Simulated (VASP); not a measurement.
Here is a VASP 6.6.1 calculation.

Contents of INCAR:

```
PREC = Accurate ; ENCUT = 520
EDIFF = 1E-6 ; ISMEAR = 0
SIGMA = 0.1 ; LREAL = False
LASPH = True ; NELM = 100
ALGO = Normal ; ISIF = 2
LWAVE = False ; LCHARG = False
GGA = PE ; NBANDS = 15
```

The input KPOINTS:

```
Automatic mesh
0
Gamma
  18 18 18
```

The input POSCAR:

```
AgAs
1.0
    0.0000000000      2.7225798524      2.7225798524
    2.7225798524      0.0000000000      2.7225798524
    2.7225798524      2.7225798524      0.0000000000
Ag As
1 1
Direct
    0.0000000000      0.0000000000      0.0000000000
    0.5000000000      0.5000000000      0.5000000000
```

Potentials or basis: VASP PAW PBE potentials, release 64 (Ag, As).

The run is started by

```bash
$ cat potpaw_PBE.64/Ag/POTCAR potpaw_PBE.64/As/POTCAR > POTCAR
$ mpirun -np 1 vasp_std > vasp.out
```

What does it give for the band gap on the k mesh?

Zero (bands 8 and 9 overlap by 4.16 eV).

Predict the pressure.

0.0 GPa.
